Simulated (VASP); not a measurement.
# Cu (Cmcm) in VASP: notebook

Cu is run at these levels: PBE, PBEsol, LDA; tasks: single point.

Everything below comes from runs of VASP 6.6.1. Logs are shortened: lines on timing, memory, paths and dates and some standing lists are left out, and cuts for length are marked.

### 1 The cell of the first run

The structure is orthorhombic, space group Cmcm (No. 63). The conventional cell has a = 2.437 Å, b = 7.953 Å, c = 2.475 Å, α = 90.00°, β = 90.00°, γ = 90.00°. Cu (site symmetry m2m) has 10 Cu at 2.44 to 2.54 Å within 3.2 Å.

### 2 Single point, PBE

File INCAR:

```
SYSTEM = Cu
PREC     = Accurate       ! precision mode
ENCUT    = 700            ! plane-wave cutoff, eV
EDIFF    = 1E-6           ! SCF threshold, eV
ISMEAR   = -1             ! smearing method
SIGMA    = 0.05           ! smearing width, eV
LREAL    = .False.        ! projectors in reciprocal space
LASPH    = .True.         ! aspherical terms in the spheres
NELM     = 120            ! most SCF steps
ALGO     = Normal         ! electronic algorithm
ISIF     = 2              ! what is computed and relaxed
LWAVE    = .False.        ! write WAVECAR
LCHARG   = .True.         ! write CHGCAR
GGA      = PE             ! functional
LELF     = .True.         ! ELF
LVHAR    = .True.       
NBANDS   = 26             ! bands
GGA_COMPAT= .False.
```

File KPOINTS:

```
Automatic mesh
0
Gamma
  11 11 11
  0 0 0
```

File POSCAR:

```
Cu
1.0
    1.2184636900     -3.9763780104      0.0000000000
    1.2184636900      3.9763780104      0.0000000000
    0.0000000000      0.0000000000      2.4754955235
Cu
2
Direct
    0.8661333500      0.1338666500      0.7500000000
    0.1338666500      0.8661333500      0.2500000000
```

Potentials or basis: VASP PAW PBE potentials, release 64 (Cu_sv_GW).

On the command line:

```bash
$ cat potpaw_PBE.64/Cu_sv_GW/POTCAR > POTCAR
$ mpirun -np 1 vasp_std > vasp.out
```

OUTCAR:

```text
SYSTEM = Cu
   PREC = Accurate
   ENCUT = 700
   EDIFF = 1E-6
   ISMEAR = -1
   LREAL = .False.
   LASPH = .True.
   NELM = 120
   ISIF = 2
   GGA = PE

 ion  position               nearest neighbor table
   1  0.866  0.134  0.750-   2 2.46   2 2.46   2 2.54   2 2.54   2 2.54   2 2.54
   2  0.134  0.866  0.250-   1 2.46   1 2.46   1 2.54   1 2.54   1 2.54   1 2.54

  LATTYP: Found a base centered orthorhombic cell.
 ALAT       =     2.4369273800
 B/A-ratio  =     3.2634357864
 C/A-ratio  =     1.0158265461

  Lattice vectors:

 A1 = (   1.2184636900,  -3.9763780104,   0.0000000000)
 A2 = (   1.2184636900,   3.9763780104,   0.0000000000)
 A3 = (   0.0000000000,   0.0000000000,   2.4754955235)

Analysis of symmetry for initial positions (statically):
=====================================================================
 Subroutine PRICEL returns:
 Original cell was already a primitive cell.

 Routine SETGRP: Setting up the symmetry group for a
 base centered orthorhombic supercell.

 Subroutine GETGRP returns: Found  8 space group operations
 (whereof  4 operations were pure point group operations)
 out of a pool of  8 trial point group operations.

The static configuration has the point symmetry C_2h.
 The point group associated with its full space group is D_2h.

Analysis of symmetry for dynamics (positions and initial velocities):
=====================================================================
 Subroutine PRICEL returns:
 Original cell was already a primitive cell.

 Routine SETGRP: Setting up the symmetry group for a
 base centered orthorhombic supercell.

 Subroutine GETGRP returns: Found  8 space group operations
 (whereof  4 operations were pure point group operations)
 out of a pool of  8 trial point group operations.

The dynamic configuration has the point symmetry C_2h.
 The point group associated with its full space group is D_2h.

 Subroutine INISYM returns: Found  8 space group operations
 (whereof  4 operations are pure point group operations),
 and found     1 'primitive' translations

----------------------------------------------------------------------------------------

                                     Primitive cell

  volume of cell :      23.9879

  direct lattice vectors                    reciprocal lattice vectors
     1.218463690 -3.976378010  0.000000000     0.410352811 -0.125742572  0.000000000
     1.218463690  3.976378010  0.000000000     0.410352811  0.125742572  0.000000000
     0.000000000  0.000000000  2.475495523     0.000000000  0.000000000  0.403959527

  length of vectors
     4.158874348  4.158874348  2.475495523     0.429186001  0.429186001  0.403959527

  position of ions in fractional coordinates (direct lattice)
     0.866133350  0.133866650  0.750000000
     0.133866650  0.866133350  0.250000000

  ion indices of the primitive-cell ions
   primitive index   ion index
                 1           1
                 2           2

----------------------------------------------------------------------------------------

 KPOINTS: Automatic mesh

Automatic generation of k-mesh.
 Grid dimensions read from file:
 generate k-points for:   11   11   11

 Generating k-lattice:

  Cartesian coordinates                     Fractional coordinates (reciprocal lattice)
     0.037304801 -0.011431143  0.000000000     0.090909091  0.000000000  0.000000000
     0.037304801  0.011431143  0.000000000     0.000000000  0.090909091  0.000000000
     0.000000000  0.000000000  0.036723593     0.000000000  0.000000000  0.090909091

  Length of vectors
     0.039016909  0.039016909  0.036723593

  Shift w.r.t. Gamma in fractional coordinates (k-lattice)
     0.000000000  0.000000000  0.000000000

 Subroutine IBZKPT returns following result:
 ===========================================

 Found    216 irreducible k-points:

 Following reciprocal coordinates:
            Coordinates               Weight
  0.000000  0.000000  0.000000      1.000000
  0.090909 -0.000000  0.000000      4.000000
  0.181818  0.000000  0.000000      4.000000
  0.272727  0.000000  0.000000      4.000000
  0.363636 -0.000000  0.000000      4.000000
  0.454545 -0.000000  0.000000      4.000000
[... 16 lines left out ...]
 -0.272727  0.181818  0.000000      4.000000
 -0.181818  0.181818  0.000000      2.000000
 [... further k-points ...]
   k-points           NKPTS =    216   k-points in BZ     NKDIM =    216   number of bands    NBANDS=     26
   number of dos      NEDOS =    301   number of ions     NIONS =      2
   total plane-waves  NPLWV =  31104
   dimension x,y,z NGX =    36 NGY =   36 NGZ =   24
   dimension x,y,z NGXF=    72 NGYF=   72 NGZF=   48
   ions per type =               2
   NGX,Y,Z   is equivalent  to a cutoff of  14.39, 14.39, 16.12 a.u.
   NGXF,Y,Z  is equivalent  to a cutoff of  28.78, 28.78, 32.24 a.u.
 SYSTEM =  Cu
   PREC   = accura    normal or accurate (medium, high low for compatibility)
[... 29 lines left out ...]
  volume/ion in A,a.u.               =      11.99        80.94
  Fermi-wavevector in a.u.,A,eV,Ry     =   1.908411  3.606374 49.552858  3.642032
  Thomas-Fermi vector in A             =   2.945709
   LORBIT       =      0    0 simple, 1 ext, 2 COOP (PROOUT), +10 PAW based schemes
   GGA     = PE    functional components
   LHFCALC =     F    Hartree Fock is set to
   AEXX    =    0.0000 exact exchange contribution
   IVDW    =     0    specifies the selected vdW correction
   LEPSILON=     F    determine dielectric tensor
   LRPA    =     F    only Hartree local field effects (RPA)
 non-spin polarized calculation
  energy-cutoff  :      700.00
  volume of cell :       23.99
 maximum number of plane-waves:      1024
   NGX = 17   NGY = 17   NGZ = 11

 number of electron      38.0000007 magnetization

 Free energy of the ion-electron system (eV)
  ---------------------------------------------------
  ext. energy  EPLUGINS =         0.00000000
  ---------------------------------------------------
  free energy    TOTEN  =        -7.28583752 eV

  energy without entropy =       -7.28163383  energy(sigma->0) =       -7.28373567

 E-fermi :   7.4164     XC(G=0): -13.2227

 val. band max:        7.4009318292   @ k =  -0.3636   0.3636   0.3636
 cond. band min:       7.4588817010   @ k =  -0.3636   0.2727   0.2727
 fundamental gap:      0.0579498718
 Fermi energy:         7.4163525007

 k-point     1 :       0.0000    0.0000    0.0000
  band No.  band energies     occupation
      1    -105.1829      2.00000
      2    -105.1640      2.00000
      3     -62.6315      2.00000
      4     -62.5433      2.00000
      5     -62.5097      2.00000
      6     -62.5066      2.00000
[... 18 lines left out ...]
     25      26.9690      0.00000
     26      29.0151      0.00000

 k-point     2 :       0.0909   -0.0000    0.0000
  band No.  band energies     occupation
      1    -105.1820      2.00000
      2    -105.1634      2.00000
      3     -62.6293      2.00000
      4     -62.5419      2.00000
      5     -62.5147      2.00000
      6     -62.5063      2.00000
[... 18 lines left out ...]
     25      27.5822      0.00000
     26      30.8754      0.00000

 k-point     3 :       0.1818    0.0000    0.0000
  band No.  band energies     occupation
      1    -105.1790      2.00000
      2    -105.1624      2.00000
      3     -62.6236      2.00000
      4     -62.5384      2.00000
      5     -62.5320      2.00000
      6     -62.5110      2.00000
[... 18 lines left out ...]
     25      27.9105      0.00000
     26      31.2864      0.00000

 k-point     4 :       0.2727    0.0000    0.0000
  band No.  band energies     occupation
      1    -105.1752      2.00000
      2    -105.1612      2.00000
      3     -62.6160      2.00000
      4     -62.5577      2.00000
      5     -62.5362      2.00000
      6     -62.5337      2.00000
[... 18 lines left out ...]
     25      28.3310      0.00000
     26      31.0577      0.00000
[... 496 lines left out ...]
      1    -105.1767      2.00000
      2    -105.1652      2.00000
      3     -62.6073      2.00000
      4     -62.5419      2.00000
      5     -62.5337      2.00000
      6     -62.5178      2.00000
[... 18 lines left out ...]
     25      28.2265      0.00000
     26      28.8062      0.00000

 k-point    23 :      -0.2727    0.1818    0.0000
  band No.  band energies     occupation
      1    -105.1799      2.00000
      2    -105.1657      2.00000
      3     -62.6160      2.00000
      4     -62.5376      2.00000
      5     -62.5276      2.00000
      6     -62.5105      2.00000
[... 18 lines left out ...]
     25      27.8200      0.00000
     26      29.3121      0.00000

 k-point    24 :      -0.1818    0.1818    0.0000
  band No.  band energies     occupation
      1    -105.1814      2.00000
      2    -105.1655      2.00000
      3     -62.6223      2.00000
      4     -62.5402      2.00000
      5     -62.5198      2.00000
      6     -62.5092      2.00000
[... 18 lines left out ...]
     25      28.6980      0.00000
     26      29.7384      0.00000

 [... further k-points ...]

------------------------ aborting loop because EDIFF is reached ----------------------------------------

  FORCE on cell =-STRESS in cart. coord.  units (eV):
  Direction    XX          YY          ZZ          XY          YZ          ZX
  --------------------------------------------------------------------------------------
  -------------------------------------------------------------------------------------
  Total        0.2137068      0.1326999      0.2899617      0.0000000      0.0000000      0.0000000
  in kB       14.2736986      8.8631628     19.3668428      0.0000000      0.0000000      0.0000000
  external PRESSURE =      14.1679014 kB  Pullay stress =       0.0000000 kB

 VOLUME and BASIS-vectors are now :
 -----------------------------------------------------------------------------
  energy-cutoff  :      700.00
  volume of cell :       23.99
      direct lattice vectors                 reciprocal lattice vectors
     1.218463690 -3.976378010  0.000000000     0.410352811 -0.125742572  0.000000000
     1.218463690  3.976378010  0.000000000     0.410352811  0.125742572  0.000000000
     0.000000000  0.000000000  2.475495523     0.000000000  0.000000000  0.403959527

 POSITION                                       TOTAL-FORCE (eV/Angst)
 -----------------------------------------------------------------------------------
      1.21846     -2.91177      1.85662         0.000000     -0.043100      0.000000
      1.21846      2.91177      0.61887         0.000000      0.043100     -0.000000
 -----------------------------------------------------------------------------------
    total drift:                                0.000000     -0.000000      0.000000

  FREE ENERGIE OF THE ION-ELECTRON SYSTEM (eV)
  ---------------------------------------------------
  free  energy   TOTEN  =        -7.2858375161 eV

  energy  without entropy=       -7.2816338305  energy(sigma->0) =       -7.28373567
```

Run time: 2 min. Hardware: 1 thread of Intel Xeon Platinum 8559C (Emerald Rapids), shared host; peak memory 0.35 GiB.

Results:

```
Free energy            : -7.2858 eV
Pressure               : 1.4 GPa
Largest force          : 0.043 eV/Å
Band gap on the k mesh : zero (band 19 reaches 11.18 eV, above the bottom of band 20 at 5.81 eV)
```

Forces in eV/Å, atoms in the order of the input:
```
Cu   0.000 -0.043  0.000
Cu   0.000  0.043  0.000
```

Stress tensor (GPa, compression positive):
```
1.43 0.00 0.00
0.00 0.89 0.00
0.00 0.00 1.94
```

Levels at points of the mesh, in eV from the Fermi level:
| k point | band 16 | band 17 | band 18 | band 19 | band 20 | band 21 | band 22 | band 23 |
| --- | --- | --- | --- | --- | --- | --- | --- | --- |
| (0.00, 0.00, 0.00) | -2.01 | -1.81 | -1.67 | -1.42 | -0.12 | 4.77 | 14.70 | 18.35 |

### 3 Single point, PBEsol

This run uses another cell than the first one, of 11.75 Å³/atom, 0.980 times its volume.

File INCAR:

```
SYSTEM = Cu
PREC = Accurate ; ENCUT = 700
EDIFF = 1E-6 ; ISMEAR = -1
SIGMA = 0.05 ; LREAL = .FALSE.
LASPH = .TRUE. ; NELM = 120
ALGO = Normal ; ISIF = 2
LWAVE = .FALSE. ; LCHARG = .TRUE.
GGA = PS ; LELF = .TRUE.
LVHAR = .TRUE. ; NBANDS = 26
GGA_COMPAT = .FALSE.
```

File KPOINTS:

```
regular mesh
0
G
  11 11 11
  0 0 0
```

File POSCAR:

```
Cu
1.0
    1.2102858349     -3.9496901055      0.0000000000
    1.2102858349      3.9496901055      0.0000000000
    0.0000000000      0.0000000000      2.4588809590
Cu
2
Direct
    0.8661333500      0.1338666500      0.7500000000
    0.1338666500      0.8661333500      0.2500000000
```

Potentials or basis: VASP PAW PBE potentials, release 64 (Cu_sv_GW).

On the command line:

```bash
$ cat potpaw_PBE.64/Cu_sv_GW/POTCAR > POTCAR
$ mpirun -np 1 vasp_std > vasp.out
```

It took 1.7 min on 1 thread of Intel Xeon 6975P-C (Granite Rapids), shared host; peak memory 0.34 GiB.

Results (log left out):

* Free energy: -8.4575 eV
* Pressure: -3.2 GPa
* Largest force: 0.019 eV/Å
* Band gap on the k mesh: zero (band 19 reaches 11.24 eV, above the bottom of band 20 at 5.86 eV)

Forces in eV/Å, atoms in the order of the input:
```
Cu   0.000 -0.019  0.000
Cu   0.000  0.019  0.000
```

Stress tensor (GPa, compression positive):
```
-3.11  0.00  0.00
 0.00 -3.84  0.00
 0.00  0.00 -2.73
```

Levels at points of the mesh, in eV from the Fermi level:
```tsv
k point	band 17	band 18	band 19	band 20	band 21	band 22
(0.00, 0.00, 0.00)	-1.81	-1.67	-1.41	-0.18	4.89	14.84
```

Caveat: the PAW data sets were made with another functional, which shifts forces and pressure a little.

### 4 Single point, LDA (volume scaled by 0.96)

File INCAR:

```
SYSTEM = Cu
ALGO = Normal
EDIFF = 1E-6
ENCUT = 520
ISIF = 2
ISMEAR = -1
LASPH = .True.
LCHARG = .True.
LELF = .True.
LREAL = .False.
LVHAR = .True.
LWAVE = .False.
NBANDS = 18
NELM = 80
PREC = Accurate
SIGMA = 0.05
```

File KPOINTS:

```
k-points
0
Gamma
  11 11 11
  0 0 0
```

File POSCAR:

```
Cu
1.0
    1.2019959458     -3.9226365845      0.0000000000
    1.2019959458      3.9226365845      0.0000000000
    0.0000000000      0.0000000000      2.4420387800
Cu
2
Direct
    0.8661333500      0.1338666500      0.7500000000
    0.1338666500      0.8661333500      0.2500000000
```

Potentials or basis: VASP PAW LDA potentials, release 64 (Cu).

On the command line:

```bash
$ cat potpaw_LDA.64/Cu/POTCAR > POTCAR
$ mpirun -np 1 vasp_std > vasp.out
```

Wall time 27 s (1 thread of Intel Xeon 6975P-C (Granite Rapids), shared host); peak memory 0.18 GiB.

It converged, with:

```
Free energy            : -9.1005 eV
Pressure               : -0.5 GPa
Largest force          : 0.015 eV/Å
Band gap on the k mesh : zero (band 11 reaches 11.54 eV, above the bottom of band 12 at 5.97 eV)
```

Forces in eV/Å, atoms in the order of the input:
```
Cu   0.000 -0.015  0.000
Cu   0.000  0.015  0.000
```

Stress tensor (GPa, compression positive):
```
-0.34  0.00  0.00
 0.00 -1.19  0.00
 0.00  0.00 -0.01
```

Levels at points of the mesh, in eV from the Fermi level:
```csv
k point,band 9,band 10,band 11,band 12,band 13,band 14
"(0.00, 0.00, 0.00)",-1.92,-1.77,-1.52,-0.14,5.00,15.03
```

Caveat: the cell differs from its parent crystal (volume scaled by 0.96).

### 5 Single point, LDA

File INCAR:

```
SYSTEM = Cu
PREC = Accurate ; ENCUT = 520
EDIFF = 1E-6 ; ISMEAR = -1
SIGMA = 0.05 ; LREAL = .FALSE.
LASPH = .TRUE. ; NELM = 80
ALGO = Normal ; ISIF = 2
LWAVE = .FALSE. ; LCHARG = .TRUE.
LELF = .TRUE. ; LVHAR = .TRUE.
NBANDS = 18
```

File KPOINTS:

```
Automatic mesh
0
G
  11 11 11
  0 0 0
```

File POSCAR:

```
Cu
1.0
    1.2184636900     -3.9763780104      0.0000000000
    1.2184636900      3.9763780104      0.0000000000
    0.0000000000      0.0000000000      2.4754955235
Cu
2
Direct
    0.8661333500      0.1338666500      0.7500000000
    0.1338666500      0.8661333500      0.2500000000
```

On the command line:

```bash
$ cat potpaw_LDA.64/Cu/POTCAR > POTCAR
$ mpirun -np 1 vasp_std > vasp.out
```

Run time: 29 s. Hardware: 1 thread of Intel Xeon 6975P-C (Granite Rapids), shared host; peak memory 0.19 GiB.

Results (log left out):

| Item | Value |
| --- | --- |
| Free energy | -9.0779 eV |
| Pressure | -6.7 GPa |
| Largest force | 0.038 eV/Å |
| Band gap on the k mesh | zero (band 11 reaches 10.95 eV, above the bottom of band 12 at 5.49 eV) |

Forces on the atoms (eV/Å):
```
Cu   0.000  0.038  0.000
Cu   0.000 -0.038  0.000
```

Stress tensor (GPa, compression positive):
```
-6.19  0.00  0.00
 0.00 -7.54  0.00
 0.00  0.00 -6.46
```

Levels at points of the mesh, in eV from the Fermi level:
```tsv
k point	band 8	band 9	band 10	band 11	band 12	band 13	band 14	band 15
(0.00, 0.00, 0.00)	-2.07	-1.87	-1.73	-1.49	-0.05	4.76	14.67	18.31
```

### 6 Single point, LDA (volume scaled by 1.02)

File INCAR:

```
SYSTEM = Cu
ALGO = Fast
EDIFF = 1E-7
ENCUT = 520
ISIF = 2
ISMEAR = -1
LASPH = .TRUE.
LCHARG = .FALSE.
LREAL = .FALSE.
LWAVE = .FALSE.
NBANDS = 18
NELM = 80
PREC = Accurate
SIGMA = 0.05
```

File KPOINTS:

```
k-points
0
G
  11 11 11
  0 0 0
```

File POSCAR:

```
Cu
1.0
    1.2265332211     -4.0027124071      0.0000000000
    1.2265332211      4.0027124071      0.0000000000
    0.0000000000      0.0000000000      2.4918900114
Cu
2
Direct
    0.8661333500      0.1338666500      0.7500000000
    0.1338666500      0.8661333500      0.2500000000
```

Potentials or basis: VASP PAW LDA potentials, release 64 (Cu).

On the command line:

```bash
$ cat potpaw_LDA.64/Cu/POTCAR > POTCAR
$ mpirun -np 1 vasp_std > vasp.out
```

Wall time 48 s (1 thread of Intel Xeon 6975P-C (Granite Rapids), shared host); peak memory 0.19 GiB.

Results (log left out):

```yaml
Free_energy: -9.0540 eV
Pressure: -9.5 GPa
Largest_force: 0.061 eV/Å
Band_gap_on_the_k_mesh: zero (band 11 reaches 10.67 eV, above the bottom of band 12 at 5.26 eV)
```

Forces in eV/Å, atoms in the order of the input:
```
Cu   0.000  0.061  0.000
Cu   0.000 -0.061  0.000
```

Stress tensor (GPa, compression positive):
```
 -8.75   0.00   0.00
  0.00 -10.31   0.00
  0.00   0.00  -9.29
```

Levels at points of the mesh, in eV from the Fermi level:
| k point | band 7 | band 8 | band 9 | band 10 | band 11 | band 12 | band 13 | band 14 | band 15 | band 16 |
| --- | --- | --- | --- | --- | --- | --- | --- | --- | --- | --- |
| (0.00, 0.00, 0.00) | -2.34 | -2.04 | -1.85 | -1.71 | -1.48 | -0.01 | 4.65 | 14.49 | 18.07 | 18.96 |

Caveat: the cell differs from its parent crystal (volume scaled by 1.02).

### 7 Summary

| level | potentials or basis | cell | cutoff (eV) | second run | gap on the mesh (eV) | pressure (GPa) | largest force (eV/Å) |
| --- | --- | --- | --- | --- | --- | --- | --- |
| PBE | VASP PAW PBE potentials, release 64 (Cu_sv_GW) | a = 4.159, b = 4.159, c = 2.475 Å, angles 90.0, 90.0, 145.9°, 2 atoms | 700 | valence_matched | none | 1.4 | 0.04 |
| PBEsol | VASP PAW PBE potentials, release 64 (Cu_sv_GW) | a = 4.131, b = 4.131, c = 2.459 Å, angles 90.0, 90.0, 145.9°, 2 atoms | 700 | valence_matched | none | -3.2 | 0.02 |
| LDA | VASP PAW LDA potentials, release 64 (Cu) | a = 4.103, b = 4.103, c = 2.442 Å, angles 90.0, 90.0, 145.9°, 2 atoms | 520 | - | none | -0.5 | 0.02 |
| LDA | VASP PAW LDA potentials, release 64 (Cu) | a = 4.159, b = 4.159, c = 2.475 Å, angles 90.0, 90.0, 145.9°, 2 atoms | 520 | - | none | -6.7 | 0.04 |
| LDA | VASP PAW LDA potentials, release 64 (Cu) | a = 4.186, b = 4.186, c = 2.492 Å, angles 90.0, 90.0, 145.9°, 2 atoms | 520 | - | none | -9.5 | 0.06 |

Alike in all rows: task single point; no spin polarisation; k mesh 11 × 11 × 11; smearing fermi-dirac 0.05 eV.

Caveats: the PAW data sets were made with another functional, which shifts forces and pressure a little (some runs).

Absolute energies hang on the potentials; compare differences alone.
